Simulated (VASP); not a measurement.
Set up this calculation in VASP 6.6.1, as the native input.

```yaml
Task: relaxation of cell and atoms
Functional: r2SCAN
Potentials_or_basis: VASP PAW PBE potentials, release 64 (Ta_pv, O)
Cutoff: 600 eV
k_mesh: 7 × 7 × 5
Occupations: gaussian, width 0.1 eV
Spin: no spin polarisation
Dipole_correction: no
Further_INCAR_settings: ALGO = Normal; EDIFF = 1e-06; IBRION = 2; EDIFFG = -0.03; NSW = 80; ISIF = 3
```

The system is TaO.

```xyz
2
Lattice="2.5200 0.0000 0.0000 0.0000 2.5200 0.0000 0.0000 0.0000 3.4020" Properties=species:S:1:pos:R:3 pbc="T T T"
Ta    0.0000    0.0000    0.0000
O     1.2600    1.2600    1.7010
```

One way to write it, as run:

POSCAR

```
TaO
1.0
    2.5200000000      0.0000000000      0.0000000000
    0.0000000000      2.5200000000      0.0000000000
    0.0000000000      0.0000000000      3.4020000000
Ta O
1 1
Direct
    0.0000000000      0.0000000000      0.0000000000
    0.5000000000      0.5000000000      0.5000000000
```

INCAR.step1

```
PREC = Accurate ; ENCUT = 600
ISMEAR = 0 ; SIGMA = 0.1
LREAL = F ; LASPH = T
NELM = 80 ; GGA = PE
ALGO = Normal ; EDIFF = 1E-4
LWAVE = T ; LCHARG = F
```

INCAR.step2

```
PREC = Accurate ; ENCUT = 600
EDIFF = 1E-6 ; ISMEAR = 0
SIGMA = 0.1 ; LREAL = F
LASPH = T ; NELM = 80
ALGO = Normal ; ISIF = 3
LWAVE = F ; LCHARG = F
METAGGA = R2SCAN ; LMIXTAU = T
IBRION = 2 ; NSW = 80
EDIFFG = -0.03 ; ISTART = 1
```

KPOINTS

```
Automatic mesh
0
Gamma
  7 7 5
```

Potentials or basis: VASP PAW PBE potentials, release 64 (Ta_pv, O).

Launch:

```console
$ cat potpaw_PBE.64/Ta_pv/POTCAR potpaw_PBE.64/O/POTCAR > POTCAR
$ cp INCAR.step1 INCAR
$ mpirun -np 1 vasp_std > vasp.out
$ cp INCAR.step2 INCAR
$ mpirun -np 1 vasp_std > vasp.out
```

Results of the run:

| Property | Result |
| --- | --- |
| Relaxed volume | 11.20 Å³/atom |
| Relaxed cell | a = 2.866 Å, b = 2.866 Å, c = 2.727 Å, α = 90.00°, β = 90.00°, γ = 90.00° |
| Space group after relaxing (to 0.05 Å) | P4/mmm (No. 123) |
| Energy gained by relaxing | 430.1 meV/atom |
| Ionic steps | 11 |
| Pressure after relaxing | -0.1 GPa |

Caveat: the k points lie up to 0.46 Å⁻¹ apart in the final cell; the PAW data sets were made with another functional, which shifts forces and pressure a little; an odd number of electrons without spin polarisation forces a metal; a magnetic or distorted state may lie lower.

It took 4.1 min on 1 thread of Intel Xeon 6975P-C, with other jobs on the host, peak memory 0.16 GiB.
